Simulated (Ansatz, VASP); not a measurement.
This is a calculation of Bi for Ansatz 0.2.0.

input.yaml

```yaml
crystal:
  lattice:
    - [3.2166415224, 0.0, 0.0]
    - [0.0, 3.2000209013, 0.0]
    - [-0.0799148974, 0.0, 6.4006399093]
  atoms:
    - { symbol: Bi, position: [0.54424725, 0.0, 0.74957789] }
    - { symbol: Bi, position: [0.45575275, 0.0, 0.25042211] }
kpoints:
  mp_grid: { grid: [8, 8, 4] }
scf:
  occupations: { method: fermi_dirac, width: 0.05 }
hamiltonian:
  xc: lda
  pseudopotentials: { kind: all_electron, lapw: { basis_error: 0.001 } }
output:
  forces: true
  stress: true
  eigenvalues: true
```

Potentials or basis: all-electron LAPW, scalar-relativistic.

The run is started by

```bash
$ ansatz run input.yaml --threads 1 --pin off --max-ram 3072MiB --backend cpu --events-out ev --progress --plain --runs-dir out
```

Task: Translate it to VASP 6.6.1. Potentials there: VASP PAW LDA potentials, release 64 (Bi_d).

Result: As run (the cutoff follows the program's own potentials):

The input INCAR:

```
SYSTEM = Bi
  PREC = Accurate
  ENCUT = 520
  EDIFF = 1E-7
  ISMEAR = -1
  SIGMA = 0.05
  LREAL = .FALSE.
  LASPH = .TRUE.
  NELM = 60
  ALGO = Fast
  ISIF = 2
  LWAVE = .FALSE.
  LCHARG = .FALSE.
  GGA = CA
  NBANDS = 22
```

KPOINTS

```
regular mesh
0
G
  8 8 4
  0 0 0
```

POSCAR

```
Bi
1.0
    3.2166415224      0.0000000000      0.0000000000
    0.0000000000      3.2000209013      0.0000000000
   -0.0799148974      0.0000000000      6.4006399093
Bi
2
Direct
    0.5442472500      0.0000000000      0.7495778900
    0.4557527500      0.0000000000      0.2504221100
```

Potentials or basis: VASP PAW LDA potentials, release 64 (Bi_d).

Launch:

```console
$ cat potpaw_LDA.64/Bi_d/POTCAR > POTCAR
$ mpirun -np 1 vasp_std > vasp.out
```

Both were run:

|  | VASP | Ansatz | Ansatz less VASP |
| --- | --- | --- | --- |
| gap on the k mesh at the Fermi level (eV) | none | none | - |
| pressure (GPa) | -0.6 | -0.7 | -0.06 |
| traceless stress, the component that is largest in VASP (GPa) | 0.61 | 0.60 | -0.003 |
| rms of the force components (eV/Å) | 0.007 | 0.007 | +0.0005 |

LDA's correlation is that of Perdew and Zunger in VASP and of Perdew and Wang (1992) in Ansatz. Atom by atom the forces differ by 0.000 eV/Å (rms over components). A gap of «none» marks a metal or a gap that the smearing closes. Ansatz ran all-electron here, and VASP with PAW potentials.

Spin-orbit coupling is off throughout.
